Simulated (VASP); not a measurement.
Write the native input for VASP 6.6.1 that does the following.

```
Task                   : single point
Functional             : PBE
Potentials or basis    : VASP PAW PBE potentials, release 64 (C)
Cutoff                 : 520 eV
k mesh                 : 14 × 14 × 4
Occupations            : gaussian, width 0.1 eV
Spin                   : no spin polarisation
Dipole correction      : no
Further INCAR settings : ALGO = Normal; EDIFF = 1e-06; NBANDS = 16
```

The structure of C lies in POSCAR:

```
C
1.0
    1.2159619696     -2.1479622876      0.0091232276
    1.2232502972      2.1521701653     -0.0413730204
   -0.0941886657     -0.0851463517      7.1476530721
C
4
Direct
    0.1034933285      0.9456230676      0.7488005552
    0.5908149738      0.4138432831      0.2394105085
    0.9242568809      0.0859987362      0.2421136921
    0.4285181549      0.5893271320      0.7486182121
```

This cell differs from its parent crystal: atoms moved at random and the cell strained at random.

One way to write it, as run:

INCAR

```
PREC     = Accurate       # precision mode
ENCUT    = 520            # plane-wave cutoff, eV
EDIFF    = 1E-6           # SCF threshold, eV
ISMEAR   = 0              # smearing method
SIGMA    = 0.1            # smearing width, eV
LREAL    = False          # projectors in reciprocal space
LASPH    = True           # aspherical terms in the spheres
NELM     = 80             # most SCF steps
ALGO     = Normal         # electronic algorithm
ISIF     = 2              # what is computed and relaxed
LWAVE    = False          # write WAVECAR
LCHARG   = False          # write CHGCAR
GGA      = PE             # functional
NBANDS   = 16             # bands
```

KPOINTS

```
regular mesh
0
Gamma
  14 14 4
```

Potentials or basis: VASP PAW PBE potentials, release 64 (C).

Launch:

```console
$ cat potpaw_PBE.64/C/POTCAR > POTCAR
$ mpirun -np 1 vasp_std > vasp.out
```

It gave:

| Quantity | Value |
| --- | --- |
| Pressure | 3.3 GPa |
| Largest force | 2.984 eV/Å |

Caveat: the cell differs from its parent crystal (atoms moved at random and the cell strained at random); the stress differs along the axes, from -4 to 13 GPa; this functional lacks dispersion, which binds layers or chains, so the pressure and a relaxed spacing across them are unreliable; forces of over 1 eV/Å act on the atoms, so gaps and moduli don't describe the material at rest.

Wall time 4.7 min on 1 thread of AMD EPYC 7R13, with other jobs on the host, peak memory 0.24 GiB.
